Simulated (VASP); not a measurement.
# W in VASP: further runs

The runs below take W through single point, with PBEsol.

All numbers are computed with VASP 6.6.1; they aren't measurements. Logs are shortened: lines on timing, memory, paths and dates and some standing lists are left out, and cuts for length are marked.

**1. The cell of the first run**

It takes space group Fm-3m (No. 225, cubic). The conventional cell has a = 4.385 Å, b = 4.385 Å, c = 4.385 Å, α = 90.00°, β = 90.00°, γ = 90.00°. Within 4.1 Å of W (site symmetry m-3m) lie 12 W at 3.10 Å.

This isn't the form of W at room conditions, which is bcc.

**2. Single point, PBEsol (strain +0.080 along x and y, +0.080 along z)**

INCAR

```
PREC = Accurate
ENCUT = 520
EDIFF = 1E-6
ISMEAR = 0
SIGMA = 0.15
LREAL = False
LASPH = True
NELM = 60
ALGO = Normal
ISIF = 2
LWAVE = False
LCHARG = True
GGA = PS
LELF = True
LVHAR = True
NBANDS = 13
```

KPOINTS

```
regular mesh
0
Gamma
  20 20 20
```

POSCAR

```
W
1.0
    0.0000000000      2.1924000000      2.1924000000
    2.1924000000      0.0000000000      2.1924000000
    2.1924000000      2.1924000000      0.0000000000
W
1
Direct
    0.0000000000      0.0000000000      0.0000000000
```

Potentials or basis: VASP PAW PBE potentials, release 64 (W_sv).

The run is started by

```bash
> cat potpaw_PBE.64/W_sv/POTCAR > POTCAR
> mpirun -np 1 vasp_std > vasp.out
```

OUTCAR:

```text
PREC = Accurate
   ENCUT = 520
   EDIFF = 1E-6
   ISMEAR = 0
   LREAL = False
   LASPH = True
   NELM = 60
   ISIF = 2
   GGA = PS

 ion  position               nearest neighbor table
   1  0.000  0.000  0.000-

  LATTYP: Found a face centered cubic cell.
 ALAT       =     4.3848000000

  Lattice vectors:

 A1 = (   0.0000000000,   2.1924000000,   2.1924000000)
 A2 = (   2.1924000000,   0.0000000000,   2.1924000000)
 A3 = (   2.1924000000,   2.1924000000,   0.0000000000)

Analysis of symmetry for initial positions (statically):
=====================================================================
 Subroutine PRICEL returns:
 Original cell was already a primitive cell.

 Routine SETGRP: Setting up the symmetry group for a
 face centered cubic supercell.

 Subroutine GETGRP returns: Found 48 space group operations
 (whereof 48 operations were pure point group operations)
 out of a pool of 48 trial point group operations.

The static configuration has the point symmetry O_h .

Analysis of symmetry for dynamics (positions and initial velocities):
=====================================================================
 Subroutine PRICEL returns:
 Original cell was already a primitive cell.

 Routine SETGRP: Setting up the symmetry group for a
 face centered cubic supercell.

 Subroutine GETGRP returns: Found 48 space group operations
 (whereof 48 operations were pure point group operations)
 out of a pool of 48 trial point group operations.

The dynamic configuration has the point symmetry O_h .

 Subroutine INISYM returns: Found 48 space group operations
 (whereof 48 operations are pure point group operations),
 and found     1 'primitive' translations

----------------------------------------------------------------------------------------

                                     Primitive cell

  volume of cell :      21.0761

  direct lattice vectors                    reciprocal lattice vectors
     0.000000000  2.192400000  2.192400000    -0.228060573  0.228060573  0.228060573
     2.192400000  0.000000000  2.192400000     0.228060573 -0.228060573  0.228060573
     2.192400000  2.192400000  0.000000000     0.228060573  0.228060573 -0.228060573

  length of vectors
     3.100521814  3.100521814  3.100521814     0.395012499  0.395012499  0.395012499

  position of ions in fractional coordinates (direct lattice)
     0.000000000  0.000000000  0.000000000

  ion indices of the primitive-cell ions
   primitive index   ion index
                 1           1

----------------------------------------------------------------------------------------

 KPOINTS: regular mesh

Automatic generation of k-mesh.
 Grid dimensions read from file:
 generate k-points for:   20   20   20

 Generating k-lattice:

  Cartesian coordinates                     Fractional coordinates (reciprocal lattice)
    -0.011403029  0.011403029  0.011403029     0.050000000  0.000000000  0.000000000
     0.011403029 -0.011403029  0.011403029     0.000000000  0.050000000  0.000000000
     0.011403029  0.011403029 -0.011403029     0.000000000  0.000000000  0.050000000

  Length of vectors
     0.019750625  0.019750625  0.019750625

  Shift w.r.t. Gamma in fractional coordinates (k-lattice)
     0.000000000  0.000000000  0.000000000

 Subroutine IBZKPT returns following result:
 ===========================================

 Found    256 irreducible k-points:

 Following reciprocal coordinates:
            Coordinates               Weight
  0.000000  0.000000  0.000000      1.000000
  0.050000  0.000000  0.000000      8.000000
  0.100000  0.000000  0.000000      8.000000
  0.150000  0.000000  0.000000      8.000000
  0.200000  0.000000  0.000000      8.000000
  0.250000  0.000000  0.000000      8.000000
[... 16 lines left out ...]
 -0.400000  0.050000  0.000000     24.000000
 -0.350000  0.050000  0.000000     24.000000
 [... further k-points ...]
   k-points           NKPTS =    256   k-points in BZ     NKDIM =    256   number of bands    NBANDS=     13
   number of dos      NEDOS =    301   number of ions     NIONS =      1
   total plane-waves  NPLWV =  13824
   dimension x,y,z NGX =    24 NGY =   24 NGZ =   24
   dimension x,y,z NGXF=    48 NGYF=   48 NGZF=   48
   ions per type =               1
   NGX,Y,Z   is equivalent  to a cutoff of  12.87, 12.87, 12.87 a.u.
   NGXF,Y,Z  is equivalent  to a cutoff of  25.74, 25.74, 25.74 a.u.
 SYSTEM =  unknown system
   PREC   = accura    normal or accurate (medium, high low for compatibility)
   ISTART =      0    job   : 0-new  1-cont  2-samecut
   ICHARG =      2    charge: 1-file 2-atom 10-const
   ISPIN  =      1    spin polarized calculation?
   LNONCOLLINEAR =      F non collinear calculations
   LSORBIT =      F    spin-orbit coupling
   LASPH  =      T    aspherical Exc in radial PAW
   ENCUT  =  520.0 eV  38.22 Ry    6.18 a.u.   5.76  5.76  5.76*2*pi/ulx,y,z
   NELM   =     60;   NELMIN=  2; NELMDL= -5     # of ELM steps
   EDIFF  = 0.1E-05   stopping-criterion for ELM
   LREAL  =      F    real-space projection
   EDIFFG = 0.1E-04   stopping-criterion for IOM
   NSW    =      0    number of steps for IOM
   IBRION =     -1    ionic relax: 0-MD 1-quasi-New 2-CG
   NFREE  =      0    steps in history (QN), initial steepest desc. (CG)
   ISIF   =      2    stress and relaxation
   ISYM   =      2    0-nonsym 1-usesym 2-fastsym
   POTIM  = 0.5000    time-step for ionic-motion
   TEBEG  =    0.0;   TEEND  =   0.0 temperature during run
   PSTRESS=    0.0 pullay stress
   NELECT =      14.0000    total number of electrons
   NUPDOWN=      -1.0000    fix difference up-down
   EMIN   =  10.00;   EMAX   =-10.00  energy-range for DOS
   EFERMI =   0.00;   METHOD = LEGACY
   ISMEAR =     0;   SIGMA  =   0.15  broadening in eV -4-tet -1-fermi 0-gaus
   EFERMI_NEDOS =   21; number of points for ismear=-14 and -15
   IALGO  =     38    algorithm
   IMIX   =      4    mixing-type and parameters
     AMIX     =   0.40;   BMIX     =  1.00
     AMIX_MAG =   1.60;   BMIX_MAG =  1.00
  volume/ion in A,a.u.               =      21.08       142.23
  Fermi-wavevector in a.u.,A,eV,Ry     =   1.428415  2.699313 27.760909  2.040369
  Thomas-Fermi vector in A             =   2.548479
   LORBIT       =      0    0 simple, 1 ext, 2 COOP (PROOUT), +10 PAW based schemes
   GGA     = PS    functional components
   LHFCALC =     F    Hartree Fock is set to
   AEXX    =    0.0000 exact exchange contribution
   IVDW    =     0    specifies the selected vdW correction
   LEPSILON=     F    determine dielectric tensor
   LRPA    =     F    only Hartree local field effects (RPA)
 non-spin polarized calculation
 Gauss-broadening in eV      SIGMA  =   0.15
  energy-cutoff  :      520.00
  volume of cell :       21.08
 maximum number of plane-waves:       588
   NGX = 11   NGY = 11   NGZ = 11

 number of electron      14.0000000 magnetization

 Free energy of the ion-electron system (eV)
  ---------------------------------------------------
  ext. energy  EPLUGINS =         0.00000000
  ---------------------------------------------------
  free energy    TOTEN  =       -12.37942779 eV

  energy without entropy =      -12.36016162  energy(sigma->0) =      -12.36979470

 E-fermi :   7.2347     XC(G=0): -12.2130

 val. band max:        7.2331129196   @ k =  -0.1000   0.1000   0.0000
 cond. band min:       7.2348827891   @ k =  -0.4500   0.3500   0.0000
 fundamental gap:      0.0017698695
 Fermi energy:         7.2347410473

 k-point     1 :       0.0000    0.0000    0.0000
  band No.  band energies     occupation
      1     -66.9385      2.00000
      2     -30.7651      2.00000
      3     -30.7651      2.00000
      4     -30.7651      2.00000
      5      -0.4550      2.00000
      6       6.8706      1.99940
      7       6.8706      1.99940
      8       6.8706      1.99940
      9       9.0161      0.00000
     10       9.0161      0.00000
     11      19.6381      0.00000
     12      23.6467      0.00000
     13      23.6467      0.00000

 k-point     2 :       0.0500    0.0000    0.0000
  band No.  band energies     occupation
      1     -66.9377      2.00000
      2     -30.7770      2.00000
      3     -30.7667      2.00000
      4     -30.7667      2.00000
      5      -0.3716      2.00000
      6       6.8126      1.99993
      7       6.9083      1.99792
      8       6.9083      1.99792
      9       8.9876      0.00000
     10       8.9876      0.00000
     11      19.7952      0.00000
     12      23.1902      0.00000
     13      23.7916      0.00000

 k-point     3 :       0.1000    0.0000    0.0000
  band No.  band energies     occupation
      1     -66.9354      2.00000
      2     -30.8117      2.00000
      3     -30.7715      2.00000
      4     -30.7715      2.00000
      5      -0.1265      2.00000
      6       6.6550      2.00000
      7       7.0096      1.96619
      8       7.0096      1.96619
      9       8.9198      0.00000
     10       8.9198      0.00000
     11      20.2335      0.00000
     12      22.2353      0.00000
     13      24.2145      0.00000

 k-point     4 :       0.1500    0.0000    0.0000
  band No.  band energies     occupation
      1     -66.9319      2.00000
      2     -30.8653      2.00000
      3     -30.7790      2.00000
      4     -30.7790      2.00000
      5       0.2647      2.00000
      6       6.4413      2.00000
      7       7.1351      1.65237
      8       7.1351      1.65237
      9       8.8676      0.00000
     10       8.8676      0.00000
     11      20.7837      0.00000
     12      21.2452      0.00000
     13      24.8806      0.00000

 k-point     5 :       0.2000    0.0000    0.0000
  band No.  band energies     occupation
      1     -66.9273      2.00000
      2     -30.9322      2.00000
      3     -30.7884      2.00000
      4     -30.7884      2.00000
      5       0.7724      2.00000
      6       6.2307      2.00000
      7       7.2151      1.14677
      8       7.2151      1.14677
      9       8.9173      0.00000
     10       8.9173      0.00000
     11      20.0449      0.00000
     12      21.5014      0.00000
     13      25.7248      0.00000

 k-point     6 :       0.2500    0.0000    0.0000
  band No.  band energies     occupation
      1     -66.9224      2.00000
      2     -31.0057      2.00000
      3     -30.7988      2.00000
      4     -30.7988      2.00000
      5       1.3461      2.00000
      6       6.0924      2.00000
      7       7.1941      1.29821
      8       7.1941      1.29820
      9       9.1336      0.00000
     10       9.1336      0.00000
     11      18.9801      0.00000
     12      21.5964      0.00000
     13      26.5380      0.00000

 k-point     7 :       0.3000    0.0000    0.0000
  band No.  band energies     occupation
      1     -66.9174      2.00000
      2     -31.0783      2.00000
      3     -30.8092      2.00000
      4     -30.8092      2.00000
      5       1.9075      2.00000
      6       6.1048      2.00000
      7       7.0903      1.82675
      8       7.0903      1.82675
      9       9.4935      0.00000
     10       9.4935      0.00000
     11      17.8587      0.00000
     12      21.0290      0.00000
     13      26.2330      0.00000
[... 193 lines left out ...]
 k-point    20 :       0.4500    0.0500    0.0000
  band No.  band energies     occupation
      1     -66.9072      2.00000
      2     -31.2151      2.00000
      3     -30.8347      2.00000
      4     -30.8344      2.00000
      5       2.8305      2.00000
      6       6.6508      2.00000
      7       6.8548      1.99966
      8       7.0276      1.94914
      9      10.5510      0.00000
     10      10.6495      0.00000
     11      14.8262      0.00000
     12      19.5671      0.00000
     13      23.3493      0.00000

 k-point    21 :       0.5000    0.0500    0.0000
  band No.  band energies     occupation
      1     -66.9059      2.00000
      2     -31.2332      2.00000
      3     -30.8396      2.00000
      4     -30.8350      2.00000
      5       2.8993      2.00000
      6       6.6251      2.00000
      7       6.8020      1.99995
      8       7.3297      0.37059
      9      10.7219      0.00000
     10      10.8436      0.00000
     11      14.2389      0.00000
     12      19.3859      0.00000
     13      23.1968      0.00000

 k-point    22 :      -0.4500    0.0500    0.0000
  band No.  band energies     occupation
      1     -66.9062      2.00000
      2     -31.2295      2.00000
      3     -30.8412      2.00000
      4     -30.8324      2.00000
      5       2.8869      2.00000
      6       6.6435      2.00000
      7       6.8026      1.99995
      8       7.2636      0.78586
      9      10.5808      0.00000
     10      10.9003      0.00000
     11      14.3685      0.00000
     12      19.4232      0.00000
     13      23.0761      0.00000

 k-point    23 :      -0.4000    0.0500    0.0000
  band No.  band energies     occupation
      1     -66.9080      2.00000
      2     -31.2043      2.00000
      3     -30.8393      2.00000
      4     -30.8266      2.00000
      5       2.7856      2.00000
      6       6.6889      2.00000
      7       6.8578      1.99962
      8       6.8953      1.99863
      9      10.2566      0.00000
     10      10.7242      0.00000
     11      15.1487      0.00000
     12      19.6803      0.00000
     13      23.3590      0.00000

 k-point    24 :      -0.3500    0.0500    0.0000
  band No.  band energies     occupation
      1     -66.9112      2.00000
      2     -31.1598      2.00000
      3     -30.8341      2.00000
      4     -30.8184      2.00000
      5       2.5510      2.00000
      6       6.3847      2.00000
      7       6.8618      1.99956
      8       6.9614      1.99005
      9       9.8201      0.00000
     10      10.3882      0.00000
     11      16.2836      0.00000
     12      20.1685      0.00000
     13      23.9817      0.00000

 [... further k-points ...]
[... 5 lines left out ...]
  --------------------------------------------------------------------------------------
  -------------------------------------------------------------------------------------
  Total       -6.1338721     -6.1338721     -6.1338721     -0.0000000     -0.0000000      0.0000000
  in kB     -466.2898053   -466.2898053   -466.2898053     -0.0000000     -0.0000000      0.0000000
  external PRESSURE =    -466.2898053 kB  Pullay stress =       0.0000000 kB

 VOLUME and BASIS-vectors are now :
 -----------------------------------------------------------------------------
  energy-cutoff  :      520.00
  volume of cell :       21.08
      direct lattice vectors                 reciprocal lattice vectors
     0.000000000  2.192400000  2.192400000    -0.228060573  0.228060573  0.228060573
     2.192400000  0.000000000  2.192400000     0.228060573 -0.228060573  0.228060573
     2.192400000  2.192400000  0.000000000     0.228060573  0.228060573 -0.228060573

 POSITION                                       TOTAL-FORCE (eV/Angst)
 -----------------------------------------------------------------------------------
      0.00000      0.00000      0.00000        -0.000000     -0.000000     -0.000000
 -----------------------------------------------------------------------------------
    total drift:                                0.000000      0.000000      0.000000

  FREE ENERGIE OF THE ION-ELECTRON SYSTEM (eV)
  ---------------------------------------------------
  free  energy   TOTEN  =       -12.3794277850 eV

  energy  without entropy=      -12.3601616152  energy(sigma->0) =      -12.36979470
```

It took 61 s on 1 thread of Intel Xeon 8259CL, shared host; peak memory 0.19 GiB.

Results:

```
Free energy            : -12.3794 eV
Pressure               : -46.6 GPa
Band gap on the k mesh : zero (bands 7 and 8 overlap by 2.45 eV)
```

Caveat: the cell differs from its parent crystal (strain +0.080 along x and y, +0.080 along z); the cell stands under tension; the PAW data sets were made with another functional, which shifts forces and pressure a little; spin-orbit coupling is left out, which moves the levels of the heavy elements.

**3. Single point, PBEsol (strain +0.000 along x and y, +0.080 along z)**

INCAR

```
SYSTEM = W
PREC = Accurate
ENCUT = 520
EDIFF = 1E-6
ISMEAR = 0
SIGMA = 0.15
LREAL = .False.
LASPH = .True.
NELM = 100
ALGO = Fast
ISIF = 2
LWAVE = .False.
LCHARG = .True.
GGA = PS
LELF = .True.
LVHAR = .True.
NBANDS = 13
```

KPOINTS

```
Automatic mesh
0
Gamma
  20 20 20
  0 0 0
```

POSCAR

```
W
1.0
    0.0000000000      2.0300000000      2.1924000000
    2.0300000000      0.0000000000      2.1924000000
    2.0300000000      2.0300000000      0.0000000000
W
1
Direct
    0.0000000000      0.0000000000      0.0000000000
```

Potentials or basis: VASP PAW PBE potentials, release 64 (W_sv).

The run is started by

```bash
> cat potpaw_PBE.64/W_sv/POTCAR > POTCAR
> mpirun -np 1 vasp_std > vasp.out
```

Run time: 2.3 min. Hardware: 1 thread of Intel Xeon 8259CL, shared host; peak memory 0.26 GiB.

Results (log left out):

```
Free energy            : -13.1560 eV
Pressure               : -28.7 GPa
Band gap on the k mesh : zero (bands 7 and 8 overlap by 3.36 eV)
```

Stress tensor (GPa, compression positive):
```
-32.42   0.00   0.00
  0.00 -32.42   0.00
  0.00   0.00 -21.17
```

Levels at points of the mesh, in eV from the Fermi level:
| k point | band 3 | band 4 | band 5 | band 6 | band 7 | band 8 | band 9 | band 10 | band 11 | band 12 |
| --- | --- | --- | --- | --- | --- | --- | --- | --- | --- | --- |
| (0.00, 0.00, 0.00) | -37.67 | -37.67 | -8.61 | -1.18 | -0.23 | -0.23 | 1.38 | 2.77 | 12.66 | 15.94 |
| (0.50, 0.00, 0.00) | -37.87 | -37.73 | -5.22 | -1.25 | -0.26 | 0.32 | 4.01 | 4.50 | 8.86 | 12.09 |
| (0.50, 0.50, 0.00) | -37.90 | -37.90 | -5.07 | -3.98 | 1.58 | 4.34 | 4.83 | 4.83 | 10.03 | 11.62 |
| (0.50, 0.00, 0.50) | -38.09 | -37.99 | -4.94 | -4.08 | 2.96 | 4.06 | 4.34 | 5.47 | 10.06 | 10.93 |

Caveat: the cell differs from its parent crystal (strain +0.000 along x and y, +0.080 along z); the cell stands under tension; the PAW data sets were made with another functional, which shifts forces and pressure a little; spin-orbit coupling is left out, which moves the levels of the heavy elements.

(Part 1 of 2 ends here.)
